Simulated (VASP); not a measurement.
# BP (F-43m) in VASP: further runs

Runs on BP. Level: r2SCAN. Tasks: single point, relaxation of cell and atoms.

Everything below comes from runs of VASP 6.6.1. Logs are shortened: lines on timing, memory, paths and dates and some standing lists are left out, and cuts for length are marked.

## 1. The cell of the first run

It takes space group F-43m (No. 216, cubic). Conventional cell: a = 4.544 Å, b = 4.544 Å, c = 4.544 Å, α = 90.00°, β = 90.00°, γ = 90.00°. B (site symmetry -43m) has 4 P at 1.97 Å within 2.6 Å. Within 2.6 Å of P (site symmetry -43m) lie 4 B at 1.97 Å.

## 2. Single point, r2SCAN

POSCAR

```
BP
1.0
    0.0000000000      2.2722462304      2.2722462304
    2.2722462304      0.0000000000      2.2722462304
    2.2722462304      2.2722462304      0.0000000000
B P
1 1
Direct
    0.0000000000      0.0000000000      0.0000000000
    0.2500000000      0.2500000000      0.2500000000
```

INCAR.step1

```
PREC = Accurate
ENCUT = 550
ISMEAR = 0
SIGMA = 0.1
LREAL = False
LASPH = True
NELM = 120
NBANDS = 11
GGA = PE
ALGO = Normal
EDIFF = 1E-5
LWAVE = True
LCHARG = False
GGA_COMPAT = False
```

INCAR.step2

```
PREC = Accurate
ENCUT = 550
EDIFF = 1E-6
ISMEAR = 0
SIGMA = 0.1
LREAL = False
LASPH = True
NELM = 120
ALGO = Normal
ISIF = 2
LWAVE = False
LCHARG = True
METAGGA = R2SCAN
LMIXTAU = True
LELF = True
LVHAR = True
NBANDS = 11
ISTART = 1
GGA_COMPAT = False
```

KPOINTS

```
regular mesh
0
Gamma
  6 6 6
```

Potentials or basis: VASP PAW PBE potentials, release 64 (B, P).

Run with:

```console
cat potpaw_PBE.64/B/POTCAR potpaw_PBE.64/P/POTCAR > POTCAR
cp INCAR.step1 INCAR
mpirun -np 1 vasp_std > vasp.out
cp INCAR.step2 INCAR
mpirun -np 1 vasp_std > vasp.out
```

OUTCAR:

```text
PREC = Accurate
   ENCUT = 550
   EDIFF = 1E-6
   ISMEAR = 0
   LREAL = False
   LASPH = True
   NELM = 120
   ISIF = 2
   METAGGA = R2SCAN
   ISTART = 1

 ion  position               nearest neighbor table
   1  0.000  0.000  0.000-   2 1.97   2 1.97   2 1.97   2 1.97
   2  0.250  0.250  0.250-   1 1.97   1 1.97   1 1.97   1 1.97

  LATTYP: Found a face centered cubic cell.
 ALAT       =     4.5444924608

  Lattice vectors:

 A1 = (   0.0000000000,   2.2722462304,   2.2722462304)
 A2 = (   2.2722462304,   0.0000000000,   2.2722462304)
 A3 = (   2.2722462304,   2.2722462304,   0.0000000000)

Analysis of symmetry for initial positions (statically):
=====================================================================
 Subroutine PRICEL returns:
 Original cell was already a primitive cell.

 Routine SETGRP: Setting up the symmetry group for a
 face centered cubic supercell.

 Subroutine GETGRP returns: Found 24 space group operations
 (whereof 24 operations were pure point group operations)
 out of a pool of 48 trial point group operations.

The static configuration has the point symmetry T_d .

Analysis of symmetry for dynamics (positions and initial velocities):
=====================================================================
 Subroutine PRICEL returns:
 Original cell was already a primitive cell.

 Routine SETGRP: Setting up the symmetry group for a
 face centered cubic supercell.

 Subroutine GETGRP returns: Found 24 space group operations
 (whereof 24 operations were pure point group operations)
 out of a pool of 48 trial point group operations.

The dynamic configuration has the point symmetry T_d .

 Subroutine INISYM returns: Found 24 space group operations
 (whereof 24 operations are pure point group operations),
 and found     1 'primitive' translations

----------------------------------------------------------------------------------------

                                     Primitive cell

  volume of cell :      23.4637

  direct lattice vectors                    reciprocal lattice vectors
     0.000000000  2.272246230  2.272246230    -0.220046575  0.220046575  0.220046575
     2.272246230  0.000000000  2.272246230     0.220046575 -0.220046575  0.220046575
     2.272246230  2.272246230  0.000000000     0.220046575  0.220046575 -0.220046575

  length of vectors
     3.213441436  3.213441436  3.213441436     0.381131848  0.381131848  0.381131848

  position of ions in fractional coordinates (direct lattice)
     0.000000000  0.000000000  0.000000000
     0.250000000  0.250000000  0.250000000

  ion indices of the primitive-cell ions
   primitive index   ion index
                 1           1
                 2           2

----------------------------------------------------------------------------------------

 KPOINTS: regular mesh

Automatic generation of k-mesh.
 Grid dimensions read from file:
 generate k-points for:    6    6    6

 Generating k-lattice:

  Cartesian coordinates                     Fractional coordinates (reciprocal lattice)
    -0.036674429  0.036674429  0.036674429     0.166666667  0.000000000  0.000000000
     0.036674429 -0.036674429  0.036674429     0.000000000  0.166666667  0.000000000
     0.036674429  0.036674429 -0.036674429     0.000000000  0.000000000  0.166666667

  Length of vectors
     0.063521975  0.063521975  0.063521975

  Shift w.r.t. Gamma in fractional coordinates (k-lattice)
     0.000000000  0.000000000  0.000000000

 Subroutine IBZKPT returns following result:
 ===========================================

 Found     16 irreducible k-points:

 Following reciprocal coordinates:
            Coordinates               Weight
  0.000000  0.000000  0.000000      1.000000
  0.166667  0.000000  0.000000      8.000000
  0.333333  0.000000  0.000000      8.000000
  0.500000  0.000000  0.000000      4.000000
  0.166667  0.166667  0.000000      6.000000
  0.333333  0.166667  0.000000     24.000000
[... 8 lines left out ...]
 -0.333333  0.333333  0.166667     24.000000
 -0.333333  0.500000  0.166667     12.000000
   k-points           NKPTS =     16   k-points in BZ     NKDIM =     16   number of bands    NBANDS=     11
   number of dos      NEDOS =    301   number of ions     NIONS =      2
   total plane-waves  NPLWV =  21952
   dimension x,y,z NGX =    28 NGY =   28 NGZ =   28
   dimension x,y,z NGXF=    56 NGYF=   56 NGZF=   56
   ions per type =               1   1
   NGX,Y,Z   is equivalent  to a cutoff of  14.49, 14.49, 14.49 a.u.
   NGXF,Y,Z  is equivalent  to a cutoff of  28.97, 28.97, 28.97 a.u.
 SYSTEM =  unknown system
   PREC   = accura    normal or accurate (medium, high low for compatibility)
   ISTART =      1    job   : 0-new  1-cont  2-samecut
   ICHARG =      0    charge: 1-file 2-atom 10-const
   ISPIN  =      1    spin polarized calculation?
   LNONCOLLINEAR =      F non collinear calculations
   LSORBIT =      F    spin-orbit coupling
   LASPH  =      T    aspherical Exc in radial PAW
   ENCUT  =  550.0 eV  40.42 Ry    6.36 a.u.   6.14  6.14  6.14*2*pi/ulx,y,z
   NELM   =    120;   NELMIN=  2; NELMDL=  0     # of ELM steps
   EDIFF  = 0.1E-05   stopping-criterion for ELM
   LREAL  =      F    real-space projection
   EDIFFG = 0.1E-04   stopping-criterion for IOM
   NSW    =      0    number of steps for IOM
   IBRION =     -1    ionic relax: 0-MD 1-quasi-New 2-CG
   NFREE  =      0    steps in history (QN), initial steepest desc. (CG)
   ISIF   =      2    stress and relaxation
   ISYM   =      2    0-nonsym 1-usesym 2-fastsym
   POTIM  = 0.5000    time-step for ionic-motion
   TEBEG  =    0.0;   TEEND  =   0.0 temperature during run
   PSTRESS=    0.0 pullay stress
   NELECT =       8.0000    total number of electrons
   NUPDOWN=      -1.0000    fix difference up-down
   EMIN   =  10.00;   EMAX   =-10.00  energy-range for DOS
   EFERMI =   0.00;   METHOD = LEGACY
   ISMEAR =     0;   SIGMA  =   0.10  broadening in eV -4-tet -1-fermi 0-gaus
   EFERMI_NEDOS =   21; number of points for ismear=-14 and -15
   IALGO  =     38    algorithm
   IMIX   =      4    mixing-type and parameters
     AMIX     =   0.40;   BMIX     =  1.00
     AMIX_MAG =   1.60;   BMIX_MAG =  1.00
  volume/ion in A,a.u.               =      11.73        79.17
  Fermi-wavevector in a.u.,A,eV,Ry     =   1.143684  2.161250 17.796603  1.308013
  Thomas-Fermi vector in A             =   2.280379
   LORBIT       =      0    0 simple, 1 ext, 2 COOP (PROOUT), +10 PAW based schemes
   METAGGA = R2SCAN    functional components
   LHFCALC =     F    Hartree Fock is set to
   AEXX    =    0.0000 exact exchange contribution
   IVDW    =     0    specifies the selected vdW correction
   LEPSILON=     F    determine dielectric tensor
   LRPA    =     F    only Hartree local field effects (RPA)
 non-spin polarized calculation
 Gauss-broadening in eV      SIGMA  =   0.10
  energy-cutoff  :      550.00
  volume of cell :       23.46
 maximum number of plane-waves:       701
 NGX is ok and might be reduce to    28
   NGX = 13   NGY = 13   NGZ = 13

 number of electron       8.0000000 magnetization

 Free energy of the ion-electron system (eV)
  ---------------------------------------------------
  ext. energy  EPLUGINS =         0.00000000
  ---------------------------------------------------
  free energy    TOTEN  =       -17.29495497 eV

  energy without entropy =      -17.29495497  energy(sigma->0) =      -17.29495497

 E-fermi :   7.8339     XC(G=0): -11.4787

 val. band max:        7.3428506915   @ k =   0.0000   0.0000   0.0000
 cond. band min:       8.8886649536   @ k =   0.5000   0.5000   0.0000
 fundamental gap:      1.5458142621
 Fermi energy:         7.8338852292

 k-point     1 :       0.0000    0.0000    0.0000
  band No.  band energies     occupation
      1      -8.8774      2.00000
      2       7.3429      2.00000
      3       7.3429      2.00000
      4       7.3429      2.00000
      5      10.9756      0.00000
      6      10.9756      0.00000
      7      10.9756      0.00000
      8      15.2855      0.00000
      9      19.7100      0.00000
     10      19.9745      0.00000
     11      19.9745      0.00000

 k-point     2 :       0.1667    0.0000    0.0000
  band No.  band energies     occupation
      1      -8.3561      2.00000
      2       4.3648      2.00000
      3       6.6412      2.00000
      4       6.6412      2.00000
      5      11.6795      0.00000
      6      11.9364      0.00000
      7      11.9364      0.00000
      8      16.6507      0.00000
      9      18.7999      0.00000
     10      18.7999      0.00000
     11      20.9830      0.00000

 k-point     3 :       0.3333    0.0000    0.0000
  band No.  band energies     occupation
      1      -6.8729      2.00000
      2       0.2815      2.00000
      3       5.7905      2.00000
      4       5.7905      2.00000
      5      11.5737      0.00000
      6      12.5227      0.00000
      7      12.5227      0.00000
      8      18.2322      0.00000
      9      19.8447      0.00000
     10      19.8447      0.00000
     11      21.6242      0.00000

 k-point     4 :       0.5000    0.0000    0.0000
  band No.  band energies     occupation
      1      -5.4020      2.00000
      2      -2.1264      2.00000
      3       5.4832      2.00000
      4       5.4832      2.00000
      5      11.4533      0.00000
      6      12.3685      0.00000
      7      12.3685      0.00000
      8      18.2428      0.00000
      9      22.7955      0.00000
     10      22.7955      0.00000
     11      23.1559      0.00000
[... 127 lines left out ...]
 k-point    14 :       0.5000    0.3333    0.1667
  band No.  band energies     occupation
      1      -5.5875      2.00000
      2       0.4482      2.00000
      3       2.1133      2.00000
      4       3.9246      2.00000
      5      11.6891      0.00000
      6      13.2811      0.00000
      7      14.2499      0.00000
      8      17.4998      0.00000
      9      20.9072      0.00000
     10      21.6478      0.00000
     11      26.1524      0.00000

 k-point    15 :      -0.3333    0.3333    0.1667
  band No.  band energies     occupation
      1      -4.2129      2.00000
      2      -1.2268      2.00000
      3       1.5893      2.00000
      4       3.1885      2.00000
      5      12.2427      0.00000
      6      13.4216      0.00000
      7      16.5599      0.00000
      8      17.0922      0.00000
      9      18.4936      0.00000
     10      23.0709      0.00000
     11      25.9052      0.00000

 k-point    16 :      -0.3333    0.5000    0.1667
  band No.  band energies     occupation
      1      -3.5369      2.00000
      2      -1.4078      2.00000
      3       1.8170      2.00000
      4       1.9415      2.00000
      5      11.5089      0.00000
      6      12.1402      0.00000
      7      17.0827      0.00000
      8      17.7637      0.00000
      9      21.1713      0.00000
     10      24.5097      0.00000
     11      24.7469      0.00000

------------------------ aborting loop because EDIFF is reached ----------------------------------------

  FORCE on cell =-STRESS in cart. coord.  units (eV):
  Direction    XX          YY          ZZ          XY          YZ          ZX
  --------------------------------------------------------------------------------------
  -------------------------------------------------------------------------------------
  Total       -0.1858468     -0.1858468     -0.1858468      0.0000000     -0.0000000      0.0000000
  in kB      -12.6902321    -12.6902321    -12.6902321      0.0000000     -0.0000000      0.0000000
  external PRESSURE =     -12.6902321 kB  Pullay stress =       0.0000000 kB

 VOLUME and BASIS-vectors are now :
 -----------------------------------------------------------------------------
  energy-cutoff  :      550.00
  volume of cell :       23.46
      direct lattice vectors                 reciprocal lattice vectors
     0.000000000  2.272246230  2.272246230    -0.220046575  0.220046575  0.220046575
     2.272246230  0.000000000  2.272246230     0.220046575 -0.220046575  0.220046575
     2.272246230  2.272246230  0.000000000     0.220046575  0.220046575 -0.220046575

 POSITION                                       TOTAL-FORCE (eV/Angst)
 -----------------------------------------------------------------------------------
      0.00000      0.00000      0.00000        -0.000000     -0.000000     -0.000000
      1.13612      1.13612      1.13612         0.000000      0.000000      0.000000
 -----------------------------------------------------------------------------------
    total drift:                               -0.000000     -0.000000     -0.000000

  FREE ENERGIE OF THE ION-ELECTRON SYSTEM (eV)
  ---------------------------------------------------
  free  energy   TOTEN  =       -17.2949549728 eV

  energy  without entropy=      -17.2949549728  energy(sigma->0) =      -17.29495497
```

Wall time 24 s (1 thread of Intel Xeon Platinum 8375C at 2.90GHz (Ice Lake), shared host); peak memory 0.15 GiB.

Results:

| Item | Value |
| --- | --- |
| Free energy | -17.2950 eV |
| Pressure | -1.3 GPa |
| Band gap on the k mesh | 1.55 eV, indirect (least direct gap 3.63 eV) |

Caveat: the PAW data sets were made with another functional, which shifts forces and pressure a little. r2SCAN opens gaps a little over a GGA but as a rule still falls short of measured ones.

(Continued in part 2 of 2.)
